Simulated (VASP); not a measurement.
The system is Os.

```
Os
1.0
     4.55474    0.00000    0.00000
    -2.27737    3.94452    0.00000
     0.00000    0.00000    2.66724
Os
3
Direct
  0.66667 0.33333 0.50000
  0.33333 0.66667 0.50000
  0.00000 0.00000 0.00000
```

This cell differs from its parent crystal: Hf replaced by Os, lengths x 0.894, strained.

Base run:

```yaml
Program: VASP 6.6.1
Functional: PBE
Potentials_or_basis: VASP PAW PBE potentials, release 64 (Os)
Cutoff: 600 eV
k_mesh: 12 × 12 × 16
Occupations: gaussian, width 0.1 eV
Spin: no spin polarisation
```

Its results: band gap on the k mesh zero (bands 12 and 13 overlap by 1.97 eV); pressure -25.6 GPa.

Task: The run is repeated on the same cell with these changes: k mesh from 12 × 12 × 16 to 6 × 6 × 6. What comes out?

Result: Band gap on the k mesh zero (bands 12 and 13 overlap by 1.96 eV); pressure -25.2 GPa.

Caveats: some runs use coarse meshes; spin-orbit coupling is left out, which moves the levels of the heavy elements; the stress differs along the axes, from -37 to -3 GPa (at least some runs).
